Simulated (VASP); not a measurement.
Input of a VASP 6.6.1 run:

Contents of INCAR:

```
SYSTEM = CSe2
  PREC = Accurate
  ENCUT = 520
  EDIFF = 1E-8
  ISMEAR = 0
  SIGMA = 0.01
  LREAL = .False.
  LASPH = .True.
  NELM = 120
  ALGO = Normal
  ISIF = 2
  LWAVE = .False.
  LCHARG = .False.
  GGA = LIBXC
  LIBXC1 = GGA_X_PBE_R
  LIBXC2 = LDA_C_PW
  LEFG = .True.
  NBANDS = 25
  GGA_COMPAT = .False.
```

The input KPOINTS:

```
regular mesh
0
Gamma
  5 5 3
  0 0 0
```

Contents of POSCAR:

```
CSe2
1.0
    3.5697670000     -2.9947800000      0.0000000000
    3.5697670000      2.9947800000      0.0000000000
    0.0000000000      0.0000000000      9.4626520000
C Se
2 4
Direct
    0.5000000000      0.5000000000      0.5000000000
    0.0000000000      0.0000000000      0.0000000000
    0.7124220000      0.2875780000      0.6206150000
    0.2875780000      0.7124220000      0.3793850000
    0.7875780000      0.2124220000      0.1206150000
    0.2124220000      0.7875780000      0.8793850000
```

Potentials or basis: VASP PAW PBE potentials, release 64 (C, Se).

Command:

```console
$ cat potpaw_PBE.64/C/POTCAR potpaw_PBE.64/Se/POTCAR > POTCAR
$ mpirun -np 1 vasp_std > vasp.out
```

Problem. Predict the largest force.

Solution. 0.243 eV/Å.

Problem. Estimate the pressure.

Solution. 2.6 GPa.

Problem. What does it give for the band gap on the k mesh?

Solution. 2.42 eV (least direct gap 2.49 eV).

Forces on the atoms (eV/Å):
```
C    0.000  0.000  0.000
C    0.000  0.000  0.000
Se   0.000 -0.173  0.170
Se   0.000  0.173 -0.170
Se   0.000  0.173  0.170
Se   0.000 -0.173 -0.170
```

Caveat: this functional lacks dispersion, which holds the molecules together, so the pressure and a relaxed volume are unreliable; without QUAD_EFG the Cq values of the log hold for a quadrupole moment of 1 mb, not for the nuclei; the PAW data sets were made with another functional, which shifts forces and pressure a little. A k mesh can miss the band edges.
